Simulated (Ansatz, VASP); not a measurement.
One calculation of Fe, two programs

INCAR

```
PREC = Accurate
ENCUT = 520
EDIFF = 1E-7
ISMEAR = -1
SIGMA = 0.1
LREAL = F
LASPH = T
NELM = 150
ALGO = Normal
ISIF = 2
LWAVE = F
LCHARG = F
ISPIN = 2
MAGMOM = 4
LORBIT = 11
LMAXMIX = 4
GGA = PE
NBANDS = 14
```

File KPOINTS:

```
Automatic mesh
0
Gamma
  11 11 11
```

File POSCAR:

```
Fe
1.0
    0.0000000000      1.7635000000      1.7635000000
    1.7635000000      0.0000000000      1.7635000000
    1.7635000000      1.7635000000      0.0000000000
Fe
1
Direct
    0.0000000000      0.0000000000      0.0000000000
```

Input for Ansatz:

```yaml
crystal:
  lattice:
    - [0.0, 1.7635, 1.7635]
    - [1.7635, 0.0, 1.7635]
    - [1.7635, 1.7635, 0.0]
  atoms:
    - { symbol: Fe, position: [0.0, 0.0, 0.0], spin: 4.0 }
magnetization:
  spin_polarized: true
hamiltonian:
  xc: pbe
  pseudopotentials: { kind: paw }
basis:
  ecutwfc: 420
kpoints:
  mp_grid: { grid: [11, 11, 11] }
scf:
  occupations: { method: fermi_dirac, width: 0.1 }
  lower_state_search: "off"
output:
  forces: true
  stress: true
```

Alike in both runs: task single point; functional PBE; k mesh 11 × 11 × 11; occupations fermi-dirac, width 0.1 eV; collinear spin.

|  | VASP | Ansatz |
| --- | --- | --- |
| version | VASP 6.6.1 | Ansatz 0.2.0 |
| potentials or method | VASP PAW PBE potentials, release 64 (Fe), cutoff 520 eV | PAW, plane waves, scalar-relativistic |
| valence electrons in the cell | 8 | 16 |

```tsv
	VASP	Ansatz	Ansatz less VASP
pressure (GPa)	-6.6	-6.6	-0.03
net moment per atom (μB)	1.23	1.20	-0.030
size of the moment on the site where the two differ most (μB)	1.22	1.22	-0.003
```

Site moments also hang on the region over which each program counts them. VASP's potentials hold 8 valence electrons a cell and Ansatz's 16, so a difference there can come from the potentials and not from the codes.
